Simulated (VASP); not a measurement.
# InSe (P1) in VASP: single point with r2SCAN

Aim: the single point of InSe with r2SCAN.

Everything below comes from runs of VASP 6.6.1. Logs are shortened: lines on timing, memory, paths and dates and some standing lists are left out, and cuts for length are marked.

### 1 The cell of the first run

The typed cell holds 8 atoms: a = 6.235 Å, b = 6.235 Å, c = 9.405 Å, α = 109.15°, β = 109.15°, γ = 38.53°.

### 2 Single point, r2SCAN

POSCAR reads:

```
InSe
1.0
    5.8850440000     -2.0569710000      0.0682060000
    5.8850440000      2.0569710000      0.0682060000
   -3.3700340000      0.0000000000      8.7806020000
In Se
4 4
Direct
    0.1086746908      0.1234507863      0.4823356815
    0.8888649072      0.8861769743      0.0191750513
    0.1142231062      0.1156951736      0.9858099927
    0.8905653251      0.8917904275      0.5187630237
    0.3396520232      0.3402733251      0.1762743616
    0.6532251968      0.6515124843      0.3200210033
    0.3503375377      0.3353334371      0.6692647185
    0.6560449928      0.6545126425      0.8245181943
```

INCAR.step1 reads:

```
PREC = Accurate ; ENCUT = 520
ISMEAR = -1 ; SIGMA = 0.039
LREAL = F ; LASPH = T
NELM = 60 ; NBANDS = 48
GGA = PE ; ALGO = Normal
EDIFF = 1E-4 ; LWAVE = T
LCHARG = F
```

INCAR.step2 reads:

```
PREC = Accurate ; ENCUT = 520
EDIFF = 1E-6 ; ISMEAR = -1
SIGMA = 0.039 ; LREAL = F
LASPH = T ; NELM = 60
ALGO = Normal ; ISIF = 2
LWAVE = F ; LCHARG = T
METAGGA = R2SCAN ; LMIXTAU = T
LELF = T ; LVHAR = T
NBANDS = 48 ; ISTART = 1
```

KPOINTS reads:

```
regular mesh
0
Gamma
  4 4 2
```

Potentials or basis: VASP PAW PBE potentials, release 64 (In_d, Se).

On the command line:

```
cat potpaw_PBE.64/In_d/POTCAR potpaw_PBE.64/Se/POTCAR > POTCAR
cp INCAR.step1 INCAR
mpirun -np 1 vasp_std > vasp.out
cp INCAR.step2 INCAR
mpirun -np 1 vasp_std > vasp.out
```

OUTCAR:

```text
PREC = Accurate
   ENCUT = 520
   EDIFF = 1E-6
   ISMEAR = -1
   LREAL = F
   LASPH = T
   NELM = 60
   ISIF = 2
   METAGGA = R2SCAN
   ISTART = 1

 ion  position               nearest neighbor table
   1  0.109  0.123  0.482-   7 2.64   6 2.66   6 2.71   4 2.78   4 3.74   4 3.77
   2  0.889  0.886  0.019-   5 2.70   5 2.71   8 2.71   3 2.80   3 3.73   3 3.74
   3  0.114  0.116  0.986-   5 2.63   8 2.69   8 2.70   2 2.80   2 3.73   2 3.74
   4  0.891  0.892  0.519-   7 2.64   7 2.69   6 2.78   1 2.78   1 3.74   1 3.77
   5  0.340  0.340  0.176-   3 2.63   2 2.70   2 2.71
   6  0.653  0.652  0.320-   1 2.66   1 2.71   4 2.78
   7  0.350  0.335  0.669-   1 2.64   4 2.64   4 2.69
   8  0.656  0.655  0.825-   3 2.69   3 2.70   2 2.71

  LATTYP: Found a base centered monoclinic cell.
 ALAT       =    11.7708784618
 B/A-ratio  =     0.3495016972
 C/A-ratio  =     0.7990151608
 COS(beta)  =    -0.3474759680

  Lattice vectors:

 A1 = (   5.8850440000,  -2.0569710000,   0.0682060000)
 A2 = (   5.8850440000,   2.0569710000,   0.0682060000)
 A3 = (  -3.3700340000,   0.0000000000,   8.7806020000)

Analysis of symmetry for initial positions (statically):
=====================================================================
 Subroutine PRICEL returns:
 Original cell was already a primitive cell.

 Routine SETGRP: Setting up the symmetry group for a
 base centered monoclinic supercell.

 Subroutine GETGRP returns: Found  1 space group operations
 (whereof  1 operations were pure point group operations)
 out of a pool of  4 trial point group operations.

The static configuration has the point symmetry C_1 .

Analysis of symmetry for dynamics (positions and initial velocities):
=====================================================================
 Subroutine PRICEL returns:
 Original cell was already a primitive cell.

 Routine SETGRP: Setting up the symmetry group for a
 base centered monoclinic supercell.

 Subroutine GETGRP returns: Found  1 space group operations
 (whereof  1 operations were pure point group operations)
 out of a pool of  4 trial point group operations.

The dynamic configuration has the point symmetry C_1 .

 Subroutine INISYM returns: Found  1 space group operations
 (whereof  1 operations are pure point group operations),
 and found     1 'primitive' translations

----------------------------------------------------------------------------------------

                                     Primitive cell

  volume of cell :     213.5304

  direct lattice vectors                    reciprocal lattice vectors
     5.885044000 -2.056971000  0.068206000     0.084584883 -0.243075863  0.032464053
     5.885044000  2.056971000  0.068206000     0.084584883  0.243075863  0.032464053
    -3.370034000  0.000000000  8.780602000    -0.001314078  0.000000000  0.113383059

  length of vectors
     6.234542857  6.234542857  9.405110347     0.259411627  0.259411627  0.113390674

  position of ions in fractional coordinates (direct lattice)
     0.108674691  0.123450786  0.482335681
     0.888864907  0.886176974  0.019175051
     0.114223106  0.115695174  0.985809993
     0.890565325  0.891790427  0.518763024
     0.339652023  0.340273325  0.176274362
     0.653225197  0.651512484  0.320021003
     0.350337538  0.335333437  0.669264719
     0.656044993  0.654512643  0.824518194

  ion indices of the primitive-cell ions
   primitive index   ion index
                 1           1
                 2           2
                 3           3
                 4           4
                 5           5
                 6           6
                 7           7
                 8           8

----------------------------------------------------------------------------------------

 KPOINTS: regular mesh

Automatic generation of k-mesh.
 Grid dimensions read from file:
 generate k-points for:    4    4    2

 Generating k-lattice:

  Cartesian coordinates                     Fractional coordinates (reciprocal lattice)
     0.021146221 -0.060768966  0.008116013     0.250000000  0.000000000  0.000000000
     0.021146221  0.060768966  0.008116013     0.000000000  0.250000000  0.000000000
    -0.000657039  0.000000000  0.056691529     0.000000000  0.000000000  0.500000000

  Length of vectors
     0.064852907  0.064852907  0.056695337

  Shift w.r.t. Gamma in fractional coordinates (k-lattice)
     0.000000000  0.000000000  0.000000000

 Subroutine IBZKPT returns following result:
 ===========================================

 Found     20 irreducible k-points:

 Following reciprocal coordinates:
            Coordinates               Weight
  0.000000  0.000000  0.000000      1.000000
  0.250000 -0.000000  0.000000      2.000000
  0.000000 -0.250000 -0.000000      2.000000
  0.500000 -0.000000  0.000000      1.000000
 -0.000000  0.500000  0.000000      1.000000
  0.250000  0.250000  0.000000      2.000000
[... 12 lines left out ...]
 -0.250000  0.250000  0.500000      2.000000
  0.500000  0.500000  0.500000      1.000000
   k-points           NKPTS =     20   k-points in BZ     NKDIM =     20   number of bands    NBANDS=     48
   number of dos      NEDOS =    301   number of ions     NIONS =      8
   total plane-waves  NPLWV = 161280
   dimension x,y,z NGX =    48 NGY =   48 NGZ =   70
   dimension x,y,z NGXF=    96 NGYF=   96 NGZF=  140
   ions per type =               4   4
   NGX,Y,Z   is equivalent  to a cutoff of  12.80, 12.80, 12.37 a.u.
   NGXF,Y,Z  is equivalent  to a cutoff of  25.60, 25.60, 24.75 a.u.
 SYSTEM =  unknown system
   PREC   = accura    normal or accurate (medium, high low for compatibility)
   ISTART =      1    job   : 0-new  1-cont  2-samecut
   ICHARG =      0    charge: 1-file 2-atom 10-const
   ISPIN  =      1    spin polarized calculation?
   LNONCOLLINEAR =      F non collinear calculations
   LSORBIT =      F    spin-orbit coupling
   LASPH  =      T    aspherical Exc in radial PAW
   ENCUT  =  520.0 eV  38.22 Ry    6.18 a.u.  11.59 11.59 17.49*2*pi/ulx,y,z
   NELM   =     60;   NELMIN=  2; NELMDL=  0     # of ELM steps
   EDIFF  = 0.1E-05   stopping-criterion for ELM
   LREAL  =      F    real-space projection
   EDIFFG = 0.1E-04   stopping-criterion for IOM
   NSW    =      0    number of steps for IOM
   IBRION =     -1    ionic relax: 0-MD 1-quasi-New 2-CG
   NFREE  =      0    steps in history (QN), initial steepest desc. (CG)
   ISIF   =      2    stress and relaxation
   ISYM   =      2    0-nonsym 1-usesym 2-fastsym
   POTIM  = 0.5000    time-step for ionic-motion
   TEBEG  =    0.0;   TEEND  =   0.0 temperature during run
   PSTRESS=    0.0 pullay stress
   NELECT =      76.0000    total number of electrons
   NUPDOWN=      -1.0000    fix difference up-down
   EMIN   =  10.00;   EMAX   =-10.00  energy-range for DOS
   EFERMI =   0.00;   METHOD = LEGACY
   ISMEAR =    -1;   SIGMA  =   0.04  broadening in eV -4-tet -1-fermi 0-gaus
   EFERMI_NEDOS =   21; number of points for ismear=-14 and -15
   IALGO  =     38    algorithm
   IMIX   =      4    mixing-type and parameters
     AMIX     =   0.40;   BMIX     =  1.00
     AMIX_MAG =   1.60;   BMIX_MAG =  1.00
  volume/ion in A,a.u.               =      26.69       180.12
  Fermi-wavevector in a.u.,A,eV,Ry     =   1.160182  2.192426 18.313745  1.346022
  Thomas-Fermi vector in A             =   2.296767
   LORBIT       =      0    0 simple, 1 ext, 2 COOP (PROOUT), +10 PAW based schemes
   METAGGA = R2SCAN    functional components
   LHFCALC =     F    Hartree Fock is set to
   AEXX    =    0.0000 exact exchange contribution
   IVDW    =     0    specifies the selected vdW correction
   LEPSILON=     F    determine dielectric tensor
   LRPA    =     F    only Hartree local field effects (RPA)
 non-spin polarized calculation
  energy-cutoff  :      520.00
  volume of cell :      213.53
 maximum number of plane-waves:      5784
 NGX is ok and might be reduce to    48
   NGX = 23   NGY = 23   NGZ = 35

 number of electron      75.9999998 magnetization

 Free energy of the ion-electron system (eV)
  ---------------------------------------------------
  ext. energy  EPLUGINS =         0.00000000
  ---------------------------------------------------
  free energy    TOTEN  =      -152.62507224 eV

  energy without entropy =     -152.62507224  energy(sigma->0) =     -152.62507224

 E-fermi :   5.0258     XC(G=0):  -9.9751

 val. band max:        4.2255146311   @ k =   0.2500   0.2500   0.5000
 cond. band min:       5.7826653719   @ k =   0.0000   0.0000   0.0000
 fundamental gap:      1.5571507408
 Fermi energy:         5.0257578800

 k-point     1 :       0.0000    0.0000    0.0000
  band No.  band energies     occupation
      1     -10.6989      2.00000
      2     -10.6867      2.00000
      3     -10.5704      2.00000
      4     -10.5493      2.00000
      5     -10.3695      2.00000
      6     -10.3448      2.00000
[... 40 lines left out ...]
     47      10.2406      0.00000
     48      10.4385      0.00000

 k-point     2 :       0.2500   -0.0000    0.0000
  band No.  band energies     occupation
      1     -10.7163      2.00000
      2     -10.6780      2.00000
      3     -10.5669      2.00000
      4     -10.5533      2.00000
      5     -10.4980      2.00000
      6     -10.4752      2.00000
[... 40 lines left out ...]
     47      10.6208      0.00000
     48      10.7627      0.00000

 k-point     3 :       0.0000   -0.2500   -0.0000
  band No.  band energies     occupation
      1     -10.7126      2.00000
      2     -10.6752      2.00000
      3     -10.5662      2.00000
      4     -10.5526      2.00000
      5     -10.4980      2.00000
      6     -10.4772      2.00000
[... 856 lines left out ...]
     47      10.1684      0.00000
     48      10.2698      0.00000

 k-point    20 :       0.5000    0.5000    0.5000
  band No.  band energies     occupation
      1     -10.6877      2.00000
      2     -10.6740      2.00000
      3     -10.4724      2.00000
      4     -10.4538      2.00000
      5     -10.4215      2.00000
      6     -10.4079      2.00000
[... 40 lines left out ...]
     47       9.6917      0.00000
     48       9.7470      0.00000

------------------------ aborting loop because EDIFF is reached ----------------------------------------

  FORCE on cell =-STRESS in cart. coord.  units (eV):
  Direction    XX          YY          ZZ          XY          YZ          ZX
  --------------------------------------------------------------------------------------
  -------------------------------------------------------------------------------------
  Total        0.8444174      1.3938883      0.8672398      0.0397719      0.0192351     -0.2685728
  in kB        6.3358959     10.4587278      6.5071389      0.2984196      0.1443266     -2.0151756
  external PRESSURE =       7.7672542 kB  Pullay stress =       0.0000000 kB

 VOLUME and BASIS-vectors are now :
 -----------------------------------------------------------------------------
  energy-cutoff  :      520.00
  volume of cell :      213.53
      direct lattice vectors                 reciprocal lattice vectors
     5.885044000 -2.056971000  0.068206000     0.084584883 -0.243075863  0.032464053
     5.885044000  2.056971000  0.068206000     0.084584883  0.243075863  0.032464053
    -3.370034000  0.000000000  8.780602000    -0.001314078  0.000000000  0.113383059

 POSITION                                       TOTAL-FORCE (eV/Angst)
 -----------------------------------------------------------------------------------
     -0.25942      0.03039      4.25103        -0.104883     -0.149300     -0.157159
     10.38158     -0.00553      0.28944        -0.107615      0.027867     -0.050653
     -1.96913      0.00303      8.67169        -0.178262     -0.014443     -0.138829
      8.74099      0.00252      4.67662        -0.206335     -0.146693     -0.356169
      3.40734      0.00128      1.59417         0.189574     -0.042380      0.047504
      6.59996     -0.00352      2.89897         0.320371      0.113836      0.274941
      1.77976     -0.03086      5.92331        -0.052796      0.207951      0.283221
      4.93403     -0.00315      7.32915         0.139947      0.003162      0.097146
 -----------------------------------------------------------------------------------
    total drift:                                0.001062     -0.000390      0.001319

  FREE ENERGIE OF THE ION-ELECTRON SYSTEM (eV)
  ---------------------------------------------------
  free  energy   TOTEN  =      -152.6250722418 eV

  energy  without entropy=     -152.6250722414  energy(sigma->0) =     -152.62507224
```

Run time: 15 min. Hardware: 1 thread of AMD EPYC 9R45 (Zen 5), shared host; peak memory 0.49 GiB.

Results:

| Item | Value |
| --- | --- |
| Free energy | -152.6251 eV |
| Pressure | 0.8 GPa |
| Largest force | 0.437 eV/Å |
| Band gap on the k mesh | 1.56 eV |

Forces on the atoms (eV/Å):
```
In  -0.105 -0.149 -0.157
In  -0.108  0.028 -0.051
In  -0.178 -0.014 -0.139
In  -0.206 -0.147 -0.356
Se   0.190 -0.042  0.048
Se   0.320  0.114  0.275
Se  -0.053  0.208  0.283
Se   0.140  0.003  0.097
```

Stress tensor (GPa, compression positive):
```
 0.63  0.03 -0.20
 0.03  1.05  0.01
-0.20  0.01  0.65
```

Caveat: the atoms stand as in a frame of molecular dynamics; the PAW data sets were made with another functional, which shifts forces and pressure a little; spin-orbit coupling is left out, which moves the levels of the heavy elements. A k mesh can miss the band edges.
